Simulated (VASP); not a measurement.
Write the native input for VASP 6.6.1 that does the following.

* Task: single point
* Functional: PBE
* Potentials or basis: VASP PAW PBE potentials, release 64 (Al, O)
* Cutoff: 520 eV
* k mesh: 6 × 4 × 1
* Occupations: gaussian, width 0.1 eV
* Spin: no spin polarisation
* Dipole correction: yes
* Further INCAR settings: ALGO = Normal; EDIFF = 1e-06; NBANDS = 12

The structure of AlO lies in POSCAR:

```
AlO
1.0
    2.9468440000      0.0000000000      0.0000000000
    0.0000000000      3.8356620000      0.0000000000
    0.0000000000      0.0000000000     14.0000000000
Al O
1 1
Direct
    0.5000000000      0.5000000000      0.5000000000
    0.0000000000      0.0000000000      0.5000000000
```

These files were run (other wordings do the same):

INCAR

```
SYSTEM = AlO
PREC = Accurate ; ENCUT = 520
EDIFF = 1E-6 ; ISMEAR = 0
SIGMA = 0.1 ; LREAL = .FALSE.
LASPH = .TRUE. ; NELM = 100
ALGO = Normal ; ISIF = 2
LWAVE = .FALSE. ; LCHARG = .FALSE.
LDIPOL = .TRUE. ; IDIPOL = 3
DIPOL = 0.5 0.5 0.500 ; GGA = PE
NBANDS = 12
```

KPOINTS

```
Automatic mesh
0
G
  6 4 1
  0 0 0
```

Potentials or basis: VASP PAW PBE potentials, release 64 (Al, O).

Launch:

```console
$ cat potpaw_PBE.64/Al/POTCAR potpaw_PBE.64/O/POTCAR > POTCAR
$ mpirun -np 1 vasp_std > vasp.out
```

Wall time 65 s on 1 thread of AMD EPYC 7R13 (shared host), peak memory 0.22 GiB.
